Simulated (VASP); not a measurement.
# TiC in VASP: further runs, part 2 of 2

VASP 6.6.1. Earlier steps stand in the parts before.

## 4. Single point, PBE (volume scaled by 0.96)

INCAR reads:

```
ALGO = Normal
EDIFF = 1E-6
ENCUT = 520
GGA = PE
ISIF = 2
ISMEAR = -1
LASPH = True
LCHARG = True
LELF = True
LREAL = False
LVHAR = True
LWAVE = False
NBANDS = 15
NELM = 100
PREC = Accurate
SIGMA = 0.03
```

KPOINTS reads:

```
k-points
0
Gamma
  16 16 16
```

POSCAR reads:

```
TiC
1.0
    0.0000000000      2.1347531715      2.1347531715
    2.1347531715      0.0000000000      2.1347531715
    2.1347531715      2.1347531715      0.0000000000
Ti C
1 1
Direct
    0.0000000000      0.0000000000      0.0000000000
    0.5000000000      0.5000000000      0.5000000000
```

Potentials or basis: VASP PAW PBE potentials, release 64 (Ti_sv, C).

Run with:

```
$ cat potpaw_PBE.64/Ti_sv/POTCAR potpaw_PBE.64/C/POTCAR > POTCAR
$ mpirun -np 1 vasp_std > vasp.out
```

OUTCAR:

```text
EDIFF = 1E-6
   ENCUT = 520
   GGA = PE
   ISIF = 2
   ISMEAR = -1
   LASPH = True
   LREAL = False
   NELM = 100
   PREC = Accurate

 ion  position               nearest neighbor table
   1  0.000  0.000  0.000-   2 2.13   2 2.13   2 2.13   2 2.13   2 2.13   2 2.13
   2  0.500  0.500  0.500-   1 2.13   1 2.13   1 2.13   1 2.13   1 2.13   1 2.13

  LATTYP: Found a face centered cubic cell.
 ALAT       =     4.2695063430

  Lattice vectors:

 A1 = (   0.0000000000,   2.1347531715,   2.1347531715)
 A2 = (   2.1347531715,   0.0000000000,   2.1347531715)
 A3 = (   2.1347531715,   2.1347531715,   0.0000000000)

Analysis of symmetry for initial positions (statically):
=====================================================================
 Subroutine PRICEL returns:
 Original cell was already a primitive cell.

 Routine SETGRP: Setting up the symmetry group for a
 face centered cubic supercell.

 Subroutine GETGRP returns: Found 48 space group operations
 (whereof 48 operations were pure point group operations)
 out of a pool of 48 trial point group operations.

The static configuration has the point symmetry O_h .

Analysis of symmetry for dynamics (positions and initial velocities):
=====================================================================
 Subroutine PRICEL returns:
 Original cell was already a primitive cell.

 Routine SETGRP: Setting up the symmetry group for a
 face centered cubic supercell.

 Subroutine GETGRP returns: Found 48 space group operations
 (whereof 48 operations were pure point group operations)
 out of a pool of 48 trial point group operations.

The dynamic configuration has the point symmetry O_h .

 Subroutine INISYM returns: Found 48 space group operations
 (whereof 48 operations are pure point group operations),
 and found     1 'primitive' translations

----------------------------------------------------------------------------------------

                                     Primitive cell

  volume of cell :      19.4569

  direct lattice vectors                    reciprocal lattice vectors
     0.000000000  2.134753171  2.134753171    -0.234219116  0.234219116  0.234219116
     2.134753171  0.000000000  2.134753171     0.234219116 -0.234219116  0.234219116
     2.134753171  2.134753171  0.000000000     0.234219116  0.234219116 -0.234219116

  length of vectors
     3.018996887  3.018996887  3.018996887     0.405679408  0.405679408  0.405679408

  position of ions in fractional coordinates (direct lattice)
     0.000000000  0.000000000  0.000000000
     0.500000000  0.500000000  0.500000000

  ion indices of the primitive-cell ions
   primitive index   ion index
                 1           1
                 2           2

----------------------------------------------------------------------------------------

 KPOINTS: k-points

Automatic generation of k-mesh.
 Grid dimensions read from file:
 generate k-points for:   16   16   16

 Generating k-lattice:

  Cartesian coordinates                     Fractional coordinates (reciprocal lattice)
    -0.014638695  0.014638695  0.014638695     0.062500000  0.000000000  0.000000000
     0.014638695 -0.014638695  0.014638695     0.000000000  0.062500000  0.000000000
[... 39 lines left out ...]
 [... further k-points ...]
   k-points           NKPTS =    145   k-points in BZ     NKDIM =    145   number of bands    NBANDS=     15
   number of dos      NEDOS =    301   number of ions     NIONS =      2
   total plane-waves  NPLWV =  13824
   dimension x,y,z NGX =    24 NGY =   24 NGZ =   24
   dimension x,y,z NGXF=    48 NGYF=   48 NGZF=   48
   ions per type =               1   1
   NGX,Y,Z   is equivalent  to a cutoff of  13.22, 13.22, 13.22 a.u.
   NGXF,Y,Z  is equivalent  to a cutoff of  26.43, 26.43, 26.43 a.u.
 SYSTEM =  unknown system
   PREC   = accura    normal or accurate (medium, high low for compatibility)
   ISTART =      0    job   : 0-new  1-cont  2-samecut
   ICHARG =      2    charge: 1-file 2-atom 10-const
   ISPIN  =      1    spin polarized calculation?
   LNONCOLLINEAR =      F non collinear calculations
   LSORBIT =      F    spin-orbit coupling
   LASPH  =      T    aspherical Exc in radial PAW
   ENCUT  =  520.0 eV  38.22 Ry    6.18 a.u.   5.61  5.61  5.61*2*pi/ulx,y,z
   NELM   =    100;   NELMIN=  2; NELMDL= -5     # of ELM steps
   EDIFF  = 0.1E-05   stopping-criterion for ELM
   LREAL  =      F    real-space projection
   EDIFFG = 0.1E-04   stopping-criterion for IOM
   NSW    =      0    number of steps for IOM
   IBRION =     -1    ionic relax: 0-MD 1-quasi-New 2-CG
   NFREE  =      0    steps in history (QN), initial steepest desc. (CG)
   ISIF   =      2    stress and relaxation
   ISYM   =      2    0-nonsym 1-usesym 2-fastsym
   POTIM  = 0.5000    time-step for ionic-motion
   TEBEG  =    0.0;   TEEND  =   0.0 temperature during run
   PSTRESS=    0.0 pullay stress
   NELECT =      16.0000    total number of electrons
   NUPDOWN=      -1.0000    fix difference up-down
   EMIN   =  10.00;   EMAX   =-10.00  energy-range for DOS
   EFERMI =   0.00;   METHOD = LEGACY
   ISMEAR =    -1;   SIGMA  =   0.03  broadening in eV -4-tet -1-fermi 0-gaus
   EFERMI_NEDOS =   21; number of points for ismear=-14 and -15
   IALGO  =     38    algorithm
   IMIX   =      4    mixing-type and parameters
     AMIX     =   0.40;   BMIX     =  1.00
     AMIX_MAG =   1.60;   BMIX_MAG =  1.00
  volume/ion in A,a.u.               =       9.73        65.65
  Fermi-wavevector in a.u.,A,eV,Ry     =   1.533759  2.898384 32.006577  2.352417
  Thomas-Fermi vector in A             =   2.640782
   LORBIT       =      0    0 simple, 1 ext, 2 COOP (PROOUT), +10 PAW based schemes
   GGA     = PE    functional components
   LHFCALC =     F    Hartree Fock is set to
   AEXX    =    0.0000 exact exchange contribution
   IVDW    =     0    specifies the selected vdW correction
   LEPSILON=     F    determine dielectric tensor
   LRPA    =     F    only Hartree local field effects (RPA)
 non-spin polarized calculation
  energy-cutoff  :      520.00
  volume of cell :       19.46
 maximum number of plane-waves:       544
   NGX = 11   NGY = 11   NGZ = 11

 number of electron      16.0000004 magnetization

 Free energy of the ion-electron system (eV)
  ---------------------------------------------------
  ext. energy  EPLUGINS =         0.00000000
  ---------------------------------------------------
  free energy    TOTEN  =       -18.67543329 eV

  energy without entropy =      -18.67415173  energy(sigma->0) =      -18.67479251

 E-fermi :   9.9185     XC(G=0): -12.9232

 val. band max:        9.9146527932   @ k =   0.1250   0.1250   0.0000
 cond. band min:       9.9224591283   @ k =   0.1250   0.0625   0.0000
 fundamental gap:      0.0078063352
 Fermi energy:         9.9185237643

 k-point     1 :       0.0000    0.0000    0.0000
  band No.  band energies     occupation
      1     -46.5346      2.00000
      2     -22.5340      2.00000
      3     -22.5340      2.00000
      4     -22.5340      2.00000
      5      -2.6710      2.00000
      6      10.6371      0.00000
      7      10.6371      0.00000
      8      10.6371      0.00000
      9      11.6607      0.00000
     10      11.6607      0.00000
     11      11.6607      0.00000
     12      11.7350      0.00000
     13      11.7350      0.00000
     14      21.0571      0.00000
[... 401 lines left out ...]
      2     -22.5890      2.00000
      3     -22.5491      2.00000
      4     -22.5352      2.00000
      5      -2.4246      2.00000
      6       9.6957      1.99881
      7       9.8837      1.52291
      8       9.8866      1.48757
      9      10.7547      0.00000
     10      11.3716      0.00000
     11      12.2819      0.00000
     12      12.8947      0.00000
     13      13.7881      0.00000
     14      21.4543      0.00000
     15      24.2576      0.00000

 [... further k-points ...]

------------------------ aborting loop because EDIFF is reached ----------------------------------------

  FORCE on cell =-STRESS in cart. coord.  units (eV):
  Direction    XX          YY          ZZ          XY          YZ          ZX
  --------------------------------------------------------------------------------------
  -------------------------------------------------------------------------------------
  Total        1.4959210      1.4959210      1.4959210      0.0000000     -0.0000000     -0.0000000
  in kB      123.1817168    123.1817168    123.1817168      0.0000000     -0.0000000     -0.0000000
  external PRESSURE =     123.1817168 kB  Pullay stress =       0.0000000 kB

 VOLUME and BASIS-vectors are now :
 -----------------------------------------------------------------------------
  energy-cutoff  :      520.00
  volume of cell :       19.46
      direct lattice vectors                 reciprocal lattice vectors
     0.000000000  2.134753171  2.134753171    -0.234219116  0.234219116  0.234219116
     2.134753171  0.000000000  2.134753171     0.234219116 -0.234219116  0.234219116
     2.134753171  2.134753171  0.000000000     0.234219116  0.234219116 -0.234219116

 POSITION                                       TOTAL-FORCE (eV/Angst)
 -----------------------------------------------------------------------------------
      0.00000      0.00000      0.00000        -0.000000      0.000000      0.000000
      2.13475      2.13475      2.13475         0.000000     -0.000000      0.000000
 -----------------------------------------------------------------------------------
    total drift:                                0.000000     -0.000000     -0.000000

  FREE ENERGIE OF THE ION-ELECTRON SYSTEM (eV)
  ---------------------------------------------------
  free  energy   TOTEN  =       -18.6754332896 eV

  energy  without entropy=      -18.6741517305  energy(sigma->0) =      -18.67479251
```

OSZICAR:

```text
N       E                     dE             d eps       ncg     rms          rms(c)
DAV:   1     0.118600319609E+03    0.11860E+03   -0.80371E+03  4365   0.128E+03
DAV:   2    -0.167985596777E+02   -0.13540E+03   -0.12690E+03  4651   0.340E+02
DAV:   3    -0.239227762872E+02   -0.71242E+01   -0.70102E+01  5488   0.771E+01
DAV:   4    -0.241636568252E+02   -0.24088E+00   -0.24061E+00  5624   0.127E+01
DAV:   5    -0.241695438796E+02   -0.58871E-02   -0.58855E-02  5497   0.174E+00    0.192E+01
DAV:   6    -0.191879286056E+02    0.49816E+01   -0.11425E+01  6198   0.566E+01    0.666E+00
DAV:   7    -0.186959066927E+02    0.49202E+00   -0.19449E+00  5054   0.198E+01    0.525E+00
DAV:   8    -0.186741127340E+02    0.21794E-01   -0.10726E-01  4939   0.386E+00    0.303E+00
DAV:   9    -0.186784053438E+02   -0.42926E-02   -0.70171E-02  5812   0.321E+00    0.804E-01
DAV:  10    -0.186766193276E+02    0.17860E-02   -0.95188E-03  5643   0.135E+00    0.557E-01
DAV:  11    -0.186754739959E+02    0.11453E-02   -0.20585E-03  5099   0.662E-01    0.133E-01
DAV:  12    -0.186754366885E+02    0.37307E-04   -0.22783E-04  5057   0.137E-01    0.270E-02
DAV:  13    -0.186754335416E+02    0.31469E-05   -0.18390E-05  5344   0.354E-02    0.709E-03
DAV:  14    -0.186754332896E+02    0.25200E-06   -0.39589E-07  3491   0.532E-03
   1 F= -.18675433E+02 E0= -.18674793E+02  d E =-.128156E-02
```

Wall time 18 s (1 thread of Intel Xeon Platinum 8559C (Emerald Rapids), shared host); peak memory 0.17 GiB.

Results:

```
Free energy            : -18.6754 eV
Pressure               : 12.3 GPa
Band gap on the k mesh : zero (band 8 reaches 10.64 eV, above the bottom of band 9 at 9.51 eV)
```

Levels at points of the mesh, in eV from the Fermi level:
| k point | band 4 | band 5 | band 6 | band 7 | band 8 | band 9 | band 10 | band 11 | band 12 | band 13 |
| --- | --- | --- | --- | --- | --- | --- | --- | --- | --- | --- |
| (0.00, 0.00, 0.00) | -32.45 | -12.59 | 0.72 | 0.72 | 0.72 | 1.74 | 1.74 | 1.74 | 1.82 | 1.82 |
| (0.50, 0.00, 0.00) | -32.51 | -8.90 | -6.03 | -3.02 | -3.02 | 3.10 | 3.10 | 4.36 | 8.47 | 8.59 |
| (0.50, 0.50, 0.00) | -32.65 | -10.28 | -3.45 | -1.74 | 0.01 | 0.01 | 2.88 | 3.74 | 3.74 | 6.22 |

## 5. Single point, PBE (volume scaled by 0.99)

INCAR reads:

```
SYSTEM = TiC
PREC = Accurate
ENCUT = 520
EDIFF = 1E-7
ISMEAR = -1
SIGMA = 0.03
LREAL = .FALSE.
LASPH = .TRUE.
NELM = 60
ALGO = Normal
ISIF = 2
LWAVE = .FALSE.
LCHARG = .TRUE.
GGA = PE
LELF = .TRUE.
LVHAR = .TRUE.
NBANDS = 15
```

KPOINTS reads:

```
Automatic mesh
0
G
  16 16 16
  0 0 0
```

POSCAR reads:

```
TiC
1.0
    0.0000000000      2.1567624877      2.1567624877
    2.1567624877      0.0000000000      2.1567624877
    2.1567624877      2.1567624877      0.0000000000
Ti C
1 1
Direct
    0.0000000000      0.0000000000      0.0000000000
    0.5000000000      0.5000000000      0.5000000000
```

Run with:

```
$ cat potpaw_PBE.64/Ti_sv/POTCAR potpaw_PBE.64/C/POTCAR > POTCAR
$ mpirun -np 1 vasp_std > vasp.out
```

Run time: 22 s. Hardware: 1 thread of Intel Xeon Platinum 8559C (Emerald Rapids), shared host; peak memory 0.17 GiB.

It converged, with:

- Free energy: -18.7056 eV
- Pressure: 3.7 GPa
- Band gap on the k mesh: zero (band 8 reaches 10.26 eV, above the bottom of band 9 at 9.15 eV)

Levels at points of the mesh, in eV from the Fermi level:
```
           k point  band 5  band 6  band 7  band 8  band 9  band 10  band 11  band 12
(0.00, 0.00, 0.00)  -12.45    0.71    0.71    0.71    1.70     1.70     1.70     1.75
(0.50, 0.00, 0.00)   -8.91   -5.89   -2.92   -2.92    2.97     2.97     4.18     8.28
(0.50, 0.50, 0.00)  -10.15   -3.43   -1.64   -0.02   -0.02     2.76     3.58     3.58
```

## 6. Single point, PBE (volume scaled by 1.02)

INCAR reads:

```
PREC = Accurate
ENCUT = 520
EDIFF = 1E-6
ISMEAR = -1
SIGMA = 0.03
LREAL = F
LASPH = T
NELM = 100
ALGO = Normal
ISIF = 2
LWAVE = F
LCHARG = T
GGA = PE
LELF = T
LVHAR = T
NBANDS = 15
```

KPOINTS reads:

```
Automatic mesh
0
Gamma
  16 16 16
```

POSCAR reads:

```
TiC
1.0
    0.0000000000      2.1783315435      2.1783315435
    2.1783315435      0.0000000000      2.1783315435
    2.1783315435      2.1783315435      0.0000000000
Ti C
1 1
Direct
    0.0000000000      0.0000000000      0.0000000000
    0.5000000000      0.5000000000      0.5000000000
```

Potentials or basis: VASP PAW PBE potentials, release 64 (Ti_sv, C).

Run with:

```
$ cat potpaw_PBE.64/Ti_sv/POTCAR potpaw_PBE.64/C/POTCAR > POTCAR
$ mpirun -np 1 vasp_std > vasp.out
```

Run time: 21 s. Hardware: 1 thread of Intel Xeon Platinum 8559C (Emerald Rapids), shared host; peak memory 0.17 GiB.

It converged, with:

- Free energy: -18.7055 eV
- Pressure: -3.8 GPa
- Band gap on the k mesh: zero (band 8 reaches 9.90 eV, above the bottom of band 9 at 8.81 eV)

Levels at points of the mesh, in eV from the Fermi level:
| k point | band 5 | band 6 | band 7 | band 8 | band 9 | band 10 | band 11 | band 12 |
| --- | --- | --- | --- | --- | --- | --- | --- | --- |
| (0.00, 0.00, 0.00) | -12.31 | 0.69 | 0.69 | 0.69 | 1.66 | 1.66 | 1.66 | 1.68 |
| (0.50, 0.00, 0.00) | -8.91 | -5.75 | -2.83 | -2.83 | 2.85 | 2.85 | 4.00 | 7.99 |
| (0.50, 0.50, 0.00) | -10.04 | -3.41 | -1.56 | -0.04 | -0.04 | 2.65 | 3.44 | 3.44 |

## 7. The runs side by side

| cell | gap on the mesh (eV) | pressure (GPa) |
| --- | --- | --- |
| a = 3.046, b = 3.046, c = 3.091 Å, angles 59.5, 59.5, 61.0°, 2 atoms | none | 1.5 |
| a = 3.060 Å, angles 60.0°, 2 atoms | none | 1.4 |
| a = 3.019 Å, angles 60.0°, 2 atoms | none | 12.3 |
| a = 3.050 Å, angles 60.0°, 2 atoms | none | 3.7 |
| a = 3.081 Å, angles 60.0°, 2 atoms | none | -3.8 |

Alike in all rows: task single point; level PBE; potentials or basis VASP PAW PBE potentials, release 64 (Ti_sv, C); no spin polarisation; k mesh 16 × 16 × 16; cutoff (eV) 520; smearing fermi-dirac 0.03 eV.

Total energies depend on the potentials used, so only differences within one code and one set of settings carry meaning.
